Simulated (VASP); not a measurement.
# Sb (Fm-3m) in VASP: settings compared, part 3 of 3

VASP 6.6.1.

### 5 Single point, r2SCAN50

Contents of POSCAR:

```
Sb
1.0
    0.0000000000      2.3712425216      2.3712425216
    2.3712425216      0.0000000000      2.3712425216
    2.3712425216      2.3712425216      0.0000000000
Sb
1
Direct
    0.0000000000      0.0000000000      0.0000000000
```

Contents of INCAR.step1:

```
ALGO     = Normal         # electronic algorithm
EDIFF    = 1E-5           # SCF threshold, eV
ENCUT    = 520            # plane-wave cutoff, eV
GGA      = PE             # functional
ISIF     = 2              # what is computed and relaxed
ISMEAR   = -1             # smearing method
LASPH    = True           # aspherical terms in the spheres
LCHARG   = False          # write CHGCAR
LREAL    = False          # projectors in reciprocal space
LWAVE    = True           # write WAVECAR
NBANDS   = 8              # bands
NELM     = 80             # most SCF steps
PREC     = Accurate       # precision mode
SIGMA    = 0.05           # smearing width, eV
```

Contents of INCAR.step2:

```
AEXX     = 0.5            # exact-exchange fraction
ALGO     = Normal         # electronic algorithm
EDIFF    = 1E-6           # SCF threshold, eV
ENCUT    = 520            # plane-wave cutoff, eV
ISIF     = 2              # what is computed and relaxed
ISMEAR   = -1             # smearing method
ISTART   = 1            
LASPH    = True           # aspherical terms in the spheres
LCHARG   = False          # write CHGCAR
LHFCALC  = True           # exact exchange
LMIXTAU  = True         
LREAL    = False          # projectors in reciprocal space
LWAVE    = False          # write WAVECAR
METAGGA  = R2SCAN         # meta-GGA
NBANDS   = 8              # bands
NELM     = 80             # most SCF steps
PREC     = Accurate       # precision mode
PRECFOCK = Normal       
SIGMA    = 0.05           # smearing width, eV
```

Contents of KPOINTS:

```
k-points
0
Gamma
  5 5 5
```

Potentials or basis: VASP PAW PBE potentials, release 64 (Sb).

Command:

```bash
$ cat potpaw_PBE.64/Sb/POTCAR > POTCAR
$ cp INCAR.step1 INCAR
$ mpirun -np 1 vasp_std > vasp.out
$ cp INCAR.step2 INCAR
$ mpirun -np 1 vasp_std > vasp.out
```

OUTCAR:

```text
AEXX = 0.5
   EDIFF = 1E-6
   ENCUT = 520
   ISIF = 2
   ISMEAR = -1
   ISTART = 1
   LASPH = True
   LHFCALC = True
   LREAL = False
   METAGGA = R2SCAN
   NELM = 80
   PREC = Accurate
   PRECFOCK = Normal

 ion  position               nearest neighbor table
   1  0.000  0.000  0.000-

  LATTYP: Found a face centered cubic cell.
 ALAT       =     4.7424850432

  Lattice vectors:

 A1 = (   0.0000000000,   2.3712425216,   2.3712425216)
 A2 = (   2.3712425216,   0.0000000000,   2.3712425216)
 A3 = (   2.3712425216,   2.3712425216,   0.0000000000)

Analysis of symmetry for initial positions (statically):
=====================================================================
 Subroutine PRICEL returns:
 Original cell was already a primitive cell.

 Routine SETGRP: Setting up the symmetry group for a
 face centered cubic supercell.

 Subroutine GETGRP returns: Found 48 space group operations
 (whereof 48 operations were pure point group operations)
 out of a pool of 48 trial point group operations.

The static configuration has the point symmetry O_h .

Analysis of symmetry for dynamics (positions and initial velocities):
[... 151 lines left out ...]

 val. band max:        7.6342111026   @ k =  -0.4000   0.4000   0.2000
 cond. band min:       8.8848809058   @ k =  -0.2000   0.2000   0.0000
 fundamental gap:      1.2506698033
 Fermi energy:         7.6837332128

 k-point     1 :       0.0000    0.0000    0.0000
  band No.  band energies     occupation
      1      -8.7983      2.00000
      2      15.9075      0.00000
      3      15.9075      0.00000
      4      15.9075      0.00000
      5      20.6435      0.00000
      6      20.6435      0.00000
      7      20.6435      0.00000
      8      21.5402      0.00000
[... 89 lines left out ...]
 k-point    10 :      -0.4000    0.4000    0.2000
  band No.  band energies     occupation
      1      -2.7107      2.00000
      2       3.1048      2.00000
      3       4.6614      2.00000
      4       7.6342      1.45835
      5      19.2893      0.00000
      6      20.0961      0.00000
      7      21.9063      0.00000
      8      26.0587      0.00000

------------------------ aborting loop because EDIFF is reached ----------------------------------------

  FORCE on cell =-STRESS in cart. coord.  units (eV):
  Direction    XX          YY          ZZ          XY          YZ          ZX
  --------------------------------------------------------------------------------------
  -------------------------------------------------------------------------------------
  Total       -0.9640019     -0.9640019     -0.9640019      0.0000000     -0.0000000      0.0000000
  in kB      -57.9202669    -57.9202669    -57.9202669      0.0000000     -0.0000000      0.0000000
  external PRESSURE =     -57.9202669 kB  Pullay stress =       0.0000000 kB

 VOLUME and BASIS-vectors are now :
 -----------------------------------------------------------------------------
  energy-cutoff  :      520.00
  volume of cell :       26.67
      direct lattice vectors                 reciprocal lattice vectors
     0.000000000  2.371242522  2.371242522    -0.210859916  0.210859916  0.210859916
     2.371242522  0.000000000  2.371242522     0.210859916 -0.210859916  0.210859916
     2.371242522  2.371242522  0.000000000     0.210859916  0.210859916 -0.210859916

 POSITION                                       TOTAL-FORCE (eV/Angst)
 -----------------------------------------------------------------------------------
      0.00000      0.00000      0.00000        -0.000000     -0.000000     -0.000000
 -----------------------------------------------------------------------------------
    total drift:                               -0.000000     -0.000000      0.000000

  FREE ENERGIE OF THE ION-ELECTRON SYSTEM (eV)
  ---------------------------------------------------
  free  energy   TOTEN  =       -17.9476566667 eV

  energy  without entropy=      -17.9364402912  energy(sigma->0) =      -17.94204848
```

OUTCAR.step1:

```text
EDIFF = 1E-5
   ENCUT = 520
   GGA = PE
   ISIF = 2
   ISMEAR = -1
   LASPH = True
[... 308 lines left out ...]

 POSITION                                       TOTAL-FORCE (eV/Angst)
 -----------------------------------------------------------------------------------
      0.00000      0.00000      0.00000        -0.000000      0.000000     -0.000000
 -----------------------------------------------------------------------------------
    total drift:                                0.000000      0.000000      0.000000

  FREE ENERGIE OF THE ION-ELECTRON SYSTEM (eV)
  ---------------------------------------------------
  free  energy   TOTEN  =        -3.7719275646 eV

  energy  without entropy=       -3.7580438249  energy(sigma->0) =       -3.76498569
```

Run time: 2.1 min. Hardware: 1 thread of Intel Xeon Platinum 8488C (Sapphire Rapids), shared host; peak memory 0.16 GiB.

What came out:

- Free energy: -17.9477 eV
- Pressure: -5.8 GPa
- Band gap on the k mesh: zero (an odd number of electrons rules out a gap without spin polarisation)

Caveat: the k points lie up to 0.46 Å⁻¹ apart, too coarse for converged energies and pressures of a metal; the PAW data sets were made with another functional, which shifts forces and pressure a little; spin-orbit coupling is left out, which moves the levels of the heavy elements.

### 6 Summary

| level | share of exact exchange | screening parameter | gap on the mesh (eV) | pressure (GPa) |
| --- | --- | --- | --- | --- |
| PBEsol-based screened hybrid with 25 % exact exchange | 0.25 | 0.207 1/Å | none | -2.9 |
| r2SCAN0 | 0.25 | - | none | -1.6 |
| r2SCANh | 0.1 | - | none | 0.2 |
| r2SCAN50 | 0.5 | - | none | -5.8 |

Alike in all rows: task single point; potentials or basis VASP PAW PBE potentials, release 64 (Sb); no spin polarisation; cell as given; k mesh 5 × 5 × 5; cutoff (eV) 520; smearing fermi-dirac 0.05 eV.

Caveats: all runs use coarse meshes; the PAW data sets were made with another functional, which shifts forces and pressure a little; spin-orbit coupling is left out, which moves the levels of the heavy elements.

Total energies depend on the potentials used, so only differences within one code and one set of settings carry meaning.

The gap in the log of VASP goes by the Fermi energy; the results here count the filled bands.